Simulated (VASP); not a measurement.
# N (Pm-3m) in VASP: single point with PBEsol

Aim: the single point of N with PBEsol.

Program: VASP 6.6.1. These are calculated values, not measurements. Logs are shortened: lines on timing, memory, paths and dates and some standing lists are left out, and cuts for length are marked.

**1. The cell of the first run**

Symmetry: Pm-3m, No. 221, cubic system. Conventional cell: a = 1.838 Å, b = 1.838 Å, c = 1.838 Å, α = 90.00°, β = 90.00°, γ = 90.00°. Within 2.4 Å of N (site symmetry m-3m) lie 6 N at 1.84 Å.

**2. Single point, PBEsol**

Contents of INCAR:

```
PREC     = Accurate       # precision mode
ENCUT    = 520            # plane-wave cutoff, eV
EDIFF    = 1E-6           # SCF threshold, eV
ISMEAR   = -1             # smearing method
SIGMA    = 0.13605693000000002 # smearing width, eV
LREAL    = F              # projectors in reciprocal space
LASPH    = T              # aspherical terms in the spheres
NELM     = 100            # most SCF steps
ALGO     = Normal         # electronic algorithm
ISIF     = 2              # what is computed and relaxed
LWAVE    = F              # write WAVECAR
LCHARG   = F              # write CHGCAR
GGA      = PS             # functional
NBANDS   = 8              # bands
```

Contents of KPOINTS:

```
Automatic mesh
0
Gamma
  18 18 18
```

Contents of POSCAR:

```
N
1.0
    1.8381763595      0.0000000000      0.0000000000
    0.0000000000      1.8381763595      0.0000000000
    0.0000000000      0.0000000000      1.8381763595
N
1
Direct
    0.0000000000      0.0000000000      0.0000000000
```

Potentials or basis: VASP PAW PBE potentials, release 64 (N).

Launch:

```sh
cat potpaw_PBE.64/N/POTCAR > POTCAR
mpirun -np 1 vasp_std > vasp.out
```

OUTCAR:

```text
PREC = Accurate
   ENCUT = 520
   EDIFF = 1E-6
   ISMEAR = -1
   LREAL = F
   LASPH = T
   NELM = 100
   ISIF = 2
   GGA = PS

 ion  position               nearest neighbor table
   1  0.000  0.000  0.000-

  LATTYP: Found a simple cubic cell.
 ALAT       =     1.8381763595

  Lattice vectors:

 A1 = (   1.8381763595,   0.0000000000,   0.0000000000)
 A2 = (   0.0000000000,   1.8381763595,   0.0000000000)
 A3 = (   0.0000000000,   0.0000000000,   1.8381763595)

Analysis of symmetry for initial positions (statically):
=====================================================================
 Subroutine PRICEL returns:
 Original cell was already a primitive cell.

 Routine SETGRP: Setting up the symmetry group for a
 simple cubic supercell.

 Subroutine GETGRP returns: Found 48 space group operations
 (whereof 48 operations were pure point group operations)
 out of a pool of 48 trial point group operations.

The static configuration has the point symmetry O_h .

Analysis of symmetry for dynamics (positions and initial velocities):
=====================================================================
 Subroutine PRICEL returns:
 Original cell was already a primitive cell.

 Routine SETGRP: Setting up the symmetry group for a
 simple cubic supercell.

 Subroutine GETGRP returns: Found 48 space group operations
 (whereof 48 operations were pure point group operations)
 out of a pool of 48 trial point group operations.

The dynamic configuration has the point symmetry O_h .

 Subroutine INISYM returns: Found 48 space group operations
 (whereof 48 operations are pure point group operations),
 and found     1 'primitive' translations

----------------------------------------------------------------------------------------

                                     Primitive cell

  volume of cell :       6.2110

  direct lattice vectors                    reciprocal lattice vectors
     1.838176360  0.000000000  0.000000000     0.544017441  0.000000000  0.000000000
     0.000000000  1.838176360  0.000000000     0.000000000  0.544017441  0.000000000
     0.000000000  0.000000000  1.838176360     0.000000000  0.000000000  0.544017441

  length of vectors
     1.838176360  1.838176360  1.838176360     0.544017441  0.544017441  0.544017441

  position of ions in fractional coordinates (direct lattice)
     0.000000000  0.000000000  0.000000000

  ion indices of the primitive-cell ions
   primitive index   ion index
                 1           1

----------------------------------------------------------------------------------------

 KPOINTS: Automatic mesh

Automatic generation of k-mesh.
 Grid dimensions read from file:
 generate k-points for:   18   18   18

 Generating k-lattice:

  Cartesian coordinates                     Fractional coordinates (reciprocal lattice)
     0.030223191  0.000000000  0.000000000     0.055555556  0.000000000  0.000000000
     0.000000000  0.030223191  0.000000000     0.000000000  0.055555556  0.000000000
     0.000000000  0.000000000  0.030223191     0.000000000  0.000000000  0.055555556

  Length of vectors
     0.030223191  0.030223191  0.030223191

  Shift w.r.t. Gamma in fractional coordinates (k-lattice)
     0.000000000  0.000000000  0.000000000

 Subroutine IBZKPT returns following result:
 ===========================================

 Found    220 irreducible k-points:

 Following reciprocal coordinates:
            Coordinates               Weight
  0.000000  0.000000  0.000000      1.000000
  0.055556  0.000000  0.000000      6.000000
  0.111111  0.000000  0.000000      6.000000
  0.166667  0.000000  0.000000      6.000000
  0.222222  0.000000  0.000000      6.000000
  0.277778  0.000000  0.000000      6.000000
[... 16 lines left out ...]
  0.277778  0.111111  0.000000     24.000000
  0.333333  0.111111  0.000000     24.000000
 [... further k-points ...]
   k-points           NKPTS =    220   k-points in BZ     NKDIM =    220   number of bands    NBANDS=      8
   number of dos      NEDOS =    301   number of ions     NIONS =      1
   total plane-waves  NPLWV =   2744
   dimension x,y,z NGX =    14 NGY =   14 NGZ =   14
   dimension x,y,z NGXF=    28 NGYF=   28 NGZF=   28
   ions per type =               1
   NGX,Y,Z   is equivalent  to a cutoff of  12.66, 12.66, 12.66 a.u.
   NGXF,Y,Z  is equivalent  to a cutoff of  25.32, 25.32, 25.32 a.u.
 SYSTEM =  unknown system
   PREC   = accura    normal or accurate (medium, high low for compatibility)
   ISTART =      0    job   : 0-new  1-cont  2-samecut
   ICHARG =      2    charge: 1-file 2-atom 10-const
   ISPIN  =      1    spin polarized calculation?
   LNONCOLLINEAR =      F non collinear calculations
   LSORBIT =      F    spin-orbit coupling
   LASPH  =      T    aspherical Exc in radial PAW
   ENCUT  =  520.0 eV  38.22 Ry    6.18 a.u.   3.42  3.42  3.42*2*pi/ulx,y,z
   NELM   =    100;   NELMIN=  2; NELMDL= -5     # of ELM steps
   EDIFF  = 0.1E-05   stopping-criterion for ELM
   LREAL  =      F    real-space projection
[... 7 lines left out ...]
   TEBEG  =    0.0;   TEEND  =   0.0 temperature during run
   PSTRESS=    0.0 pullay stress
   NELECT =       5.0000    total number of electrons
   NUPDOWN=      -1.0000    fix difference up-down
   EMIN   =  10.00;   EMAX   =-10.00  energy-range for DOS
   EFERMI =   0.00;   METHOD = LEGACY
   ISMEAR =    -1;   SIGMA  =   0.14  broadening in eV -4-tet -1-fermi 0-gaus
   EFERMI_NEDOS =   21; number of points for ismear=-14 and -15
   IALGO  =     38    algorithm
   IMIX   =      4    mixing-type and parameters
     AMIX     =   0.40;   BMIX     =  1.00
     AMIX_MAG =   1.60;   BMIX_MAG =  1.00
  volume/ion in A,a.u.               =       6.21        41.91
  Fermi-wavevector in a.u.,A,eV,Ry     =   1.522922  2.877905 31.555875  2.319291
  Thomas-Fermi vector in A             =   2.631435
   LORBIT       =      0    0 simple, 1 ext, 2 COOP (PROOUT), +10 PAW based schemes
   GGA     = PS    functional components
   LHFCALC =     F    Hartree Fock is set to
   AEXX    =    0.0000 exact exchange contribution
   IVDW    =     0    specifies the selected vdW correction
   LEPSILON=     F    determine dielectric tensor
   LRPA    =     F    only Hartree local field effects (RPA)
 non-spin polarized calculation
  energy-cutoff  :      520.00
  volume of cell :        6.21
 maximum number of plane-waves:       178
 NGX is ok and might be reduce to    14
   NGX =  7   NGY =  7   NGZ =  7

 number of electron       4.9999999 magnetization

 Free energy of the ion-electron system (eV)
  ---------------------------------------------------
  ext. energy  EPLUGINS =         0.00000000
  ---------------------------------------------------
  free energy    TOTEN  =        -5.64413718 eV

  energy without entropy =       -5.62665448  energy(sigma->0) =       -5.63539583

 E-fermi :   8.3374     XC(G=0): -13.6899

 val. band max:        8.2918192468   @ k =   0.2222   0.2222   0.1667
 cond. band min:       8.3788330554   @ k =   0.1667   0.0000   0.0000
 fundamental gap:      0.0870138086
 Fermi energy:         8.3373997480

 k-point     1 :       0.0000    0.0000    0.0000
  band No.  band energies     occupation
      1     -14.9997      2.00000
      2      12.5399      0.00000
      3      12.5399      0.00000
      4      12.5399      0.00000
      5      31.2538      0.00000
      6      34.1636      0.00000
      7      34.1636      0.00000
      8      58.9304      0.00000

 k-point     2 :       0.0556    0.0000    0.0000
  band No.  band energies     occupation
      1     -14.8907      2.00000
      2      11.9730      0.00000
      3      12.5936      0.00000
      4      12.5936      0.00000
      5      31.3339      0.00000
      6      34.2889      0.00000
      7      34.7047      0.00000
      8      58.4572      0.00000

 k-point     3 :       0.1111    0.0000    0.0000
  band No.  band energies     occupation
      1     -14.5648      2.00000
      2      10.4613      0.00000
      3      12.7500      0.00000
      4      12.7500      0.00000
      5      31.5201      0.00000
      6      34.6629      0.00000
      7      36.1409      0.00000
      8      57.1396      0.00000

 k-point     4 :       0.1667    0.0000    0.0000
  band No.  band energies     occupation
      1     -14.0248      2.00000
      2       8.3788      0.84890
      3      12.9960      0.00000
      4      12.9960      0.00000
      5      31.7651      0.00000
      6      35.2800      0.00000
      7      37.9883      0.00000
      8      55.2690      0.00000

 k-point     5 :       0.2222    0.0000    0.0000
  band No.  band energies     occupation
      1     -13.2773      2.00000
      2       6.0373      2.00000
      3      13.3088      0.00000
      4      13.3088      0.00000
      5      32.0584      0.00000
      6      36.1285      0.00000
      7      39.7009      0.00000
      8      53.1977      0.00000
[... 177 lines left out ...]
 k-point    22 :       0.2222    0.1111    0.0000
  band No.  band energies     occupation
      1     -12.8502      2.00000
      2       6.3134      2.00000
      3      11.4686      0.00000
      4      13.5071      0.00000
      5      31.8594      0.00000
      6      37.3014      0.00000
      7      40.3478      0.00000
      8      50.8989      0.00000

 k-point    23 :       0.2778    0.1111    0.0000
  band No.  band energies     occupation
      1     -11.9121      2.00000
      2       3.9538      2.00000
      3      11.8958      0.00000
      4      13.8485      0.00000
      5      31.8311      0.00000
      6      38.1922      0.00000
      7      41.4158      0.00000
      8      49.2337      0.00000

 k-point    24 :       0.3333    0.1111    0.0000
  band No.  band energies     occupation
      1     -10.8048      2.00000
      2       1.6624      2.00000
      3      12.3287      0.00000
      4      14.1842      0.00000
      5      31.7135      0.00000
      6      39.2136      0.00000
      7      41.9785      0.00000
      8      47.6819      0.00000

 [... further k-points ...]

------------------------ aborting loop because EDIFF is reached ----------------------------------------

  FORCE on cell =-STRESS in cart. coord.  units (eV):
  Direction    XX          YY          ZZ          XY          YZ          ZX
  --------------------------------------------------------------------------------------
  -------------------------------------------------------------------------------------
  Total       -0.0336305     -0.0336305     -0.0336305     -0.0000000      0.0000000     -0.0000000
  in kB       -8.6752496     -8.6752496     -8.6752496     -0.0000000      0.0000000     -0.0000000
  external PRESSURE =      -8.6752496 kB  Pullay stress =       0.0000000 kB

 VOLUME and BASIS-vectors are now :
 -----------------------------------------------------------------------------
  energy-cutoff  :      520.00
  volume of cell :        6.21
      direct lattice vectors                 reciprocal lattice vectors
     1.838176360  0.000000000  0.000000000     0.544017441  0.000000000  0.000000000
     0.000000000  1.838176360  0.000000000     0.000000000  0.544017441  0.000000000
     0.000000000  0.000000000  1.838176360     0.000000000  0.000000000  0.544017441

 POSITION                                       TOTAL-FORCE (eV/Angst)
 -----------------------------------------------------------------------------------
      0.00000      0.00000      0.00000         0.000000      0.000000      0.000000
 -----------------------------------------------------------------------------------
    total drift:                               -0.000000     -0.000000     -0.000000

  FREE ENERGIE OF THE ION-ELECTRON SYSTEM (eV)
  ---------------------------------------------------
  free  energy   TOTEN  =        -5.6441371840 eV

  energy  without entropy=       -5.6266544763  energy(sigma->0) =       -5.63539583
```

It took 9.2 s on 1 thread of Intel Xeon 8259CL, shared host; peak memory 0.11 GiB.

Results:

| Item | Value |
| --- | --- |
| Free energy | -5.6441 eV |
| Pressure | -0.9 GPa |
| Band gap on the k mesh | zero (an odd number of electrons rules out a gap without spin polarisation) |

Caveat: the PAW data sets were made with another functional, which shifts forces and pressure a little.
